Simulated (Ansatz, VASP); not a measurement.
**ScAgGe3 in VASP and in Ansatz**

```
Sc Ag Ge
1.0
     4.91722    0.00000    0.00000
     0.00000    4.91722    0.00000
     0.00000    0.00000    4.91722
Sc Ag Ge
1 1 3
Direct
  0.00000 0.00000 0.00000
  0.50000 0.50000 0.50000
  0.00000 0.50000 0.50000
  0.50000 0.00000 0.50000
  0.50000 0.50000 0.00000
```

Alike in both runs: functional r2SCAN; k mesh 4 × 4 × 4; occupations gaussian, width 0.1 eV; no spin polarisation.

Ansatz relaxed the structure, and its values are those at the end. VASP's run is a single point on that final structure, the one shown.

```csv
,VASP,Ansatz
version,VASP 6.6.1,Ansatz 0.2.0
potentials or method,"VASP PAW PBE potentials, release 64 (Sc_sv, Ag, Ge_d), cutoff 520 eV","scalar-relativistic, plane waves, PAW"
valence electrons in the cell,64,72
```

```csv
,VASP,Ansatz,Ansatz less VASP
gap on the k mesh at the Fermi level (eV),none,none,-
pressure (GPa),0.0,0.0,+0.03
```

VASP's potentials were made for PBE, not for r2SCAN. A gap of «none» marks a metal or a gap that the smearing closes. VASP's potentials hold 64 valence electrons a cell and Ansatz's 72, so a difference there can come from the potentials and not from the codes.
